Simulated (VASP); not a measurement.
Here is a VASP 6.6.1 calculation.

The input INCAR:

```
SYSTEM = Ti
PREC = Accurate
ENCUT = 520
EDIFF = 1E-7
ISMEAR = 0
SIGMA = 0.1
LREAL = .FALSE.
LASPH = .TRUE.
NELM = 60
ALGO = Normal
ISIF = 2
LWAVE = .FALSE.
LCHARG = .FALSE.
LDIPOL = .TRUE.
IDIPOL = 3
DIPOL = 0.5 0.5 0.500
IBRION = 2
NSW = 70
EDIFFG = -0.03
```

File KPOINTS:

```
regular mesh
0
G
  12 12 1
  0 0 0
```

POSCAR

```
Ti
1.0
    2.8641158409      0.0000000000      0.0000000000
   -1.4320579204      2.4803970776      0.0000000000
    0.0000000000      0.0000000000     23.0707499111
Ti
5
Selective dynamics
Direct
    0.6666666667      0.3333333333      0.3034144979  F F F
    0.3333333333      0.6666666667      0.4017072489  F F F
    0.6666666667      0.3333333333      0.5000000000  T T T
    0.3333333333      0.6666666667      0.5982927511  T T T
    0.6666666667      0.3333333333      0.6965855021  T T T
```

Potentials or basis: VASP PAW LDA potentials, release 64 (Ti_sv).

The run is started by

```console
$ cat potpaw_LDA.64/Ti_sv/POTCAR > POTCAR
$ mpirun -np 1 vasp_std > vasp.out
```

(1) Estimate the energy gained by relaxing.

(2) What does it give for the band gap on the k mesh?

Results:

(1) 12.1 meV/atom.

(2) zero (bands 30 and 31 overlap by 0.99 eV).
